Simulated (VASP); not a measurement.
**InSe: single point with r2SCAN**

The system is InSe.

```
In Se
1.0
     5.78729   -2.04086    0.00000
     5.78729    2.04086    0.00000
    -1.71167    0.00000    4.73932
In Se
2 2
Direct
  0.88820 0.88820 0.04684
  0.11180 0.11180 0.95316
  0.66093 0.66093 0.66896
  0.33907 0.33907 0.33104
```

```json
{
  "Program": "VASP 6.6.1",
  "Task": "single point",
  "Functional": "r2SCAN",
  "Potentials or basis": "VASP PAW PBE potentials, release 64 (In_d, Se)",
  "Cutoff": "520 eV",
  "k mesh": "7 × 7 × 6",
  "Occupations": "fermi-dirac, width 0.05 eV",
  "Spin": "no spin polarisation"
}
```

The pressure is 1.1 GPa. The largest force is 0.177 eV/Å and the band gap on the k mesh is 1.54 eV, indirect (least direct gap 1.69 eV).

Forces in eV/Å, atoms in the order of the input:
```
In   0.079  0.000 -0.025
In  -0.079  0.000  0.025
Se   0.035  0.000 -0.173
Se  -0.035  0.000  0.173
```

Stress tensor (GPa, compression positive):
```
1.19 0.00 0.05
0.00 1.07 0.00
0.05 0.00 0.94
```

Levels at points of the mesh, in eV from the valence-band top:
```
           k point  band 15  band 16  band 17  band 18  band 19  band 20  band 21  band 22  band 23  band 24
(0.00, 0.00, 0.00)    -3.70    -2.31    -2.08    -1.40    -1.21     3.13     3.32     4.15     5.27     5.97
(0.00, 0.00, 0.50)    -2.27    -1.88    -1.49    -1.14    -0.38     1.54     2.46     4.16     4.30     6.89
```

Run time: 19 min on 1 thread of AMD EPYC 9R45 96-Core Processor (Zen 5) (shared host), peak memory 0.44 GiB.

Caveat: the PAW data sets were made with another functional, which shifts forces and pressure a little; spin-orbit coupling is left out, which moves the levels of the heavy elements. A k mesh can miss the band edges.
